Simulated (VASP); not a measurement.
A run of VASP 6.6.1:

Contents of INCAR:

```
SYSTEM = Au
PREC = Accurate
ENCUT = 520
EDIFF = 1E-7
ISMEAR = -1
SIGMA = 0.1
LREAL = .FALSE.
LASPH = .TRUE.
NELM = 100
ALGO = Normal
ISIF = 2
LWAVE = .FALSE.
LCHARG = .TRUE.
GGA = RP
LELF = .TRUE.
LVHAR = .TRUE.
NBANDS = 30
```

The input KPOINTS:

```
Automatic mesh
0
G
  12 12 4
  0 0 0
```

The input POSCAR:

```
Au
1.0
    2.6060586927      0.0000000000      0.0000000000
   -1.3030293463      2.2569130316      0.0000000000
    0.0000000000      0.0000000000      8.5684797818
Au
4
Direct
    0.0000000000      0.0000000000      0.0000000000
    0.0000000000      0.0000000000      0.5000000000
    0.3333333333      0.6666666667      0.2500000000
    0.6666666667      0.3333333333      0.7500000000
```

Potentials or basis: VASP PAW PBE potentials, release 64 (Au).

Run with:

```bash
$ cat potpaw_PBE.64/Au/POTCAR > POTCAR
$ mpirun -np 1 vasp_std > vasp.out
```

Hardware: 1 thread of Intel(R) Xeon(R) Platinum 8259CL CPU @ 2.50GHz (Skylake/Cascade Lake), with other jobs on the host.

Problem. Estimate the wall time of this run.

Solution. Run time: 72 s on 1 thread of Intel(R) Xeon(R) Platinum 8259CL CPU @ 2.50GHz (Skylake/Cascade Lake), with other jobs on the host, peak memory 0.2 GiB. Counts: scf iterations 12, k points 57.
